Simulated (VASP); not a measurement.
# GaN (Fm-3m) in VASP: further runs, part 3 of 3

VASP 6.6.1.

## Step 5: Single point, r2SCAN (volume changed by -6%)

File POSCAR:

```
GaN
1.0
    0.0000000000      2.0654723626      2.0654723626
    2.0654723626      0.0000000000      2.0654723626
    2.0654723626      2.0654723626      0.0000000000
Ga N
1 1
Direct
    0.5000000000      0.5000000000      0.5000000000
    0.0000000000      0.0000000000      0.0000000000
```

File INCAR.step1:

```
PREC     = Accurate       # precision mode
ENCUT    = 520            # plane-wave cutoff, eV
ISMEAR   = 0              # smearing method
SIGMA    = 0.01           # smearing width, eV
LREAL    = False          # projectors in reciprocal space
LASPH    = True           # aspherical terms in the spheres
NELM     = 80             # most SCF steps
NBANDS   = 16             # bands
GGA      = PE             # functional
ALGO     = Normal         # electronic algorithm
EDIFF    = 1E-4           # SCF threshold, eV
LWAVE    = True           # write WAVECAR
LCHARG   = False          # write CHGCAR
```

File INCAR.step2:

```
PREC     = Accurate       # precision mode
ENCUT    = 520            # plane-wave cutoff, eV
EDIFF    = 1E-7           # SCF threshold, eV
ISMEAR   = 0              # smearing method
SIGMA    = 0.01           # smearing width, eV
LREAL    = False          # projectors in reciprocal space
LASPH    = True           # aspherical terms in the spheres
NELM     = 80             # most SCF steps
ALGO     = Normal         # electronic algorithm
ISIF     = 2              # what is computed and relaxed
LWAVE    = False          # write WAVECAR
LCHARG   = False          # write CHGCAR
METAGGA  = R2SCAN         # meta-GGA
LMIXTAU  = True         
NBANDS   = 16             # bands
ISTART   = 1
```

File KPOINTS:

```
regular mesh
0
Gamma
  8 8 8
```

Potentials or basis: VASP PAW PBE potentials, release 64 (Ga_d, N).

On the command line:

```bash
> cat potpaw_PBE.64/Ga_d/POTCAR potpaw_PBE.64/N/POTCAR > POTCAR
> cp INCAR.step1 INCAR
> mpirun -np 1 vasp_std > vasp.out
> cp INCAR.step2 INCAR
> mpirun -np 1 vasp_std > vasp.out
```

OUTCAR:

```text
PREC = Accurate
   ENCUT = 520
   EDIFF = 1E-7
   ISMEAR = 0
   LREAL = False
   LASPH = True
   NELM = 80
   ISIF = 2
   METAGGA = R2SCAN
   ISTART = 1

 ion  position               nearest neighbor table
   1  0.500  0.500  0.500-   2 2.07   2 2.07   2 2.07   2 2.07   2 2.07   2 2.07
   2  0.000  0.000  0.000-   1 2.07   1 2.07   1 2.07   1 2.07   1 2.07   1 2.07

  LATTYP: Found a face centered cubic cell.
 ALAT       =     4.1309447252

  Lattice vectors:

 A1 = (   0.0000000000,   2.0654723626,   2.0654723626)
 A2 = (   2.0654723626,   0.0000000000,   2.0654723626)
[... 627 lines left out ...]
      5      -5.5374      2.00000
      6      -4.4916      2.00000
[... 8 lines left out ...]
     15      29.3270      0.00000
     16      34.2590      0.00000

 [... further k-points ...]
[... 5 lines left out ...]
  --------------------------------------------------------------------------------------
  -------------------------------------------------------------------------------------
  Total        2.0828631      2.0828631      2.0828631      0.0000000      0.0000000     -0.0000000
  in kB      189.3577791    189.3577791    189.3577791      0.0000000      0.0000000     -0.0000000
  external PRESSURE =     189.3577791 kB  Pullay stress =       0.0000000 kB

 VOLUME and BASIS-vectors are now :
 -----------------------------------------------------------------------------
  energy-cutoff  :      520.00
  volume of cell :       17.62
      direct lattice vectors                 reciprocal lattice vectors
     0.000000000  2.065472363  2.065472363    -0.242075377  0.242075377  0.242075377
     2.065472363  0.000000000  2.065472363     0.242075377 -0.242075377  0.242075377
     2.065472363  2.065472363  0.000000000     0.242075377  0.242075377 -0.242075377

 POSITION                                       TOTAL-FORCE (eV/Angst)
 -----------------------------------------------------------------------------------
      2.06547      2.06547      2.06547        -0.000000     -0.000000      0.000000
      0.00000      0.00000      0.00000         0.000000      0.000000     -0.000000
 -----------------------------------------------------------------------------------
    total drift:                                0.000000     -0.000000      0.000000

  FREE ENERGIE OF THE ION-ELECTRON SYSTEM (eV)
  ---------------------------------------------------
  free  energy   TOTEN  =       -20.9061821950 eV

  energy  without entropy=      -20.9061821950  energy(sigma->0) =      -20.90618219
```

OUTCAR.step1:

```text
PREC = Accurate
   ENCUT = 520
   ISMEAR = 0
   LREAL = False
   LASPH = True
[... 678 lines left out ...]
      2.06547      2.06547      2.06547         0.000000      0.000000      0.000000
      0.00000      0.00000      0.00000        -0.000000     -0.000000     -0.000000
 -----------------------------------------------------------------------------------
    total drift:                                0.000000     -0.000000      0.000000

  FREE ENERGIE OF THE ION-ELECTRON SYSTEM (eV)
  ---------------------------------------------------
  free  energy   TOTEN  =       -11.0606755442 eV

  energy  without entropy=      -11.0606755442  energy(sigma->0) =      -11.06067554
```

Run time: 2 min. Hardware: 1 thread of AMD EPYC 7R13, shared host; peak memory 0.12 GiB.

What came out:

```yaml
Free_energy: -20.9062 eV
Pressure: 18.9 GPa
Band_gap_on_the_k_mesh: 1.60 eV, indirect (least direct gap 4.26 eV)
```

Caveat: the PAW data sets were made with another functional, which shifts forces and pressure a little.

## Step 6: Single point, r2SCAN (volume changed by -3%)

File POSCAR:

```
GaN
1.0
    0.0000000000      2.0872157748      2.0872157748
    2.0872157748      0.0000000000      2.0872157748
    2.0872157748      2.0872157748      0.0000000000
Ga N
1 1
Direct
    0.5000000000      0.5000000000      0.5000000000
    0.0000000000      0.0000000000      0.0000000000
```

File INCAR.step1:

```
PREC = Accurate ; ENCUT = 520
ISMEAR = 0 ; SIGMA = 0.01
LREAL = F ; LASPH = T
NELM = 60 ; NBANDS = 16
GGA = PE ; ALGO = Normal
EDIFF = 1E-4 ; LWAVE = T
LCHARG = F
```

File INCAR.step2:

```
PREC = Accurate ; ENCUT = 520
EDIFF = 1E-6 ; ISMEAR = 0
SIGMA = 0.01 ; LREAL = F
LASPH = T ; NELM = 60
ALGO = Normal ; ISIF = 2
LWAVE = F ; LCHARG = F
METAGGA = R2SCAN ; LMIXTAU = T
NBANDS = 16 ; ISTART = 1
```

File KPOINTS:

```
Automatic mesh
0
Gamma
  8 8 8
```

Potentials or basis: VASP PAW PBE potentials, release 64 (Ga_d, N).

On the command line:

```bash
> cat potpaw_PBE.64/Ga_d/POTCAR potpaw_PBE.64/N/POTCAR > POTCAR
> cp INCAR.step1 INCAR
> mpirun -np 1 vasp_std > vasp.out
> cp INCAR.step2 INCAR
> mpirun -np 1 vasp_std > vasp.out
```

OUTCAR:

```text
PREC = Accurate
   ENCUT = 520
   EDIFF = 1E-6
   ISMEAR = 0
   LREAL = F
   LASPH = T
   NELM = 60
   ISIF = 2
   METAGGA = R2SCAN
   ISTART = 1

 ion  position               nearest neighbor table
   1  0.500  0.500  0.500-   2 2.09   2 2.09   2 2.09   2 2.09   2 2.09   2 2.09
   2  0.000  0.000  0.000-   1 2.09   1 2.09   1 2.09   1 2.09   1 2.09   1 2.09

  LATTYP: Found a face centered cubic cell.
 ALAT       =     4.1744315496

  Lattice vectors:
[... 192 lines left out ...]
      4      -6.2333      2.00000
      5      -6.1572      2.00000
      6      -6.1572      2.00000
[... 433 lines left out ...]
      3      -6.2959      2.00000
      4      -6.1904      2.00000
      5      -5.9848      2.00000
      6      -4.9055      2.00000
[... 8 lines left out ...]
     15      28.5335      0.00000
     16      33.4157      0.00000

 [... further k-points ...]
[... 5 lines left out ...]
  --------------------------------------------------------------------------------------
  -------------------------------------------------------------------------------------
  Total        1.0681336      1.0681336      1.0681336     -0.0000000     -0.0000000     -0.0000000
  in kB       94.1031398     94.1031398     94.1031398     -0.0000000     -0.0000000     -0.0000000
  external PRESSURE =      94.1031398 kB  Pullay stress =       0.0000000 kB

 VOLUME and BASIS-vectors are now :
 -----------------------------------------------------------------------------
  energy-cutoff  :      520.00
  volume of cell :       18.19
      direct lattice vectors                 reciprocal lattice vectors
     0.000000000  2.087215775  2.087215775    -0.239553575  0.239553575  0.239553575
     2.087215775  0.000000000  2.087215775     0.239553575 -0.239553575  0.239553575
     2.087215775  2.087215775  0.000000000     0.239553575  0.239553575 -0.239553575

 POSITION                                       TOTAL-FORCE (eV/Angst)
 -----------------------------------------------------------------------------------
      2.08722      2.08722      2.08722        -0.000000     -0.000000     -0.000000
      0.00000      0.00000      0.00000         0.000000      0.000000      0.000000
 -----------------------------------------------------------------------------------
    total drift:                                0.000000     -0.000000      0.000000

  FREE ENERGIE OF THE ION-ELECTRON SYSTEM (eV)
  ---------------------------------------------------
  free  energy   TOTEN  =       -20.9560889349 eV

  energy  without entropy=      -20.9560889349  energy(sigma->0) =      -20.95608893
```

OSZICAR.step1:

```text
N       E                     dE             d eps       ncg     rms          rms(c)
DAV:   1     0.731822699650E+02    0.73182E+02   -0.87762E+03  1016   0.217E+03
DAV:   2    -0.848364924942E+01   -0.81666E+02   -0.76005E+02  1064   0.323E+02
DAV:   3    -0.129664296010E+02   -0.44828E+01   -0.44588E+01  1096   0.628E+01
DAV:   4    -0.130077402552E+02   -0.41311E-01   -0.41306E-01  1136   0.613E+00
DAV:   5    -0.130081631320E+02   -0.42288E-03   -0.42288E-03  1136   0.589E-01    0.747E+00
DAV:   6    -0.111596154718E+02    0.18485E+01   -0.42854E+00  1344   0.411E+01    0.238E+00
DAV:   7    -0.111523098656E+02    0.73056E-02   -0.24821E-01  1072   0.516E+00    0.159E+00
DAV:   8    -0.111395831108E+02    0.12727E-01   -0.29097E-02  1112   0.229E+00    0.499E-01
DAV:   9    -0.111377349956E+02    0.18481E-02   -0.68759E-03  1136   0.211E+00    0.109E-01
DAV:  10    -0.111377214897E+02    0.13506E-04   -0.56629E-04  1064   0.303E-01
   1 F= -.11137721E+02 E0= -.11137721E+02  d E =-.541852E-53
```

Wall time 90 s (1 thread of AMD EPYC 7R13, shared host); peak memory 0.12 GiB.

Results:

- Free energy: -20.9561 eV
- Pressure: 9.4 GPa
- Band gap on the k mesh: 1.38 eV, indirect (least direct gap 3.82 eV)

Caveat: the PAW data sets were made with another functional, which shifts forces and pressure a little.

## Step 7: The runs side by side

| level | cell | k mesh | gap on the mesh (eV) | pressure (GPa) |
| --- | --- | --- | --- | --- |
| PBE | a = 3.048 Å, angles 60.0°, 2 atoms | 8 × 8 × 8 | 0.25 | -5.1 |
| PBE | a = 3.077 Å, angles 60.0°, 2 atoms | 8 × 8 × 8 | 0.08 | -10.0 |
| PBE | a = 2.982 Å, angles 60.0°, 2 atoms | 10 × 10 × 10 | 0.66 | 9.1 |
| r2SCAN | a = 2.921 Å, angles 60.0°, 2 atoms | 8 × 8 × 8 | 1.60 | 18.9 |
| r2SCAN | a = 2.952 Å, angles 60.0°, 2 atoms | 8 × 8 × 8 | 1.38 | 9.4 |

Alike in all rows: task single point; potentials or basis VASP PAW PBE potentials, release 64 (Ga_d, N); no spin polarisation; cutoff (eV) 520; smearing gaussian 0.01 eV.

Caveats: the PAW data sets were made with another functional, which shifts forces and pressure a little (some runs).

Total energies depend on the potentials used, so only differences within one code and one set of settings carry meaning.
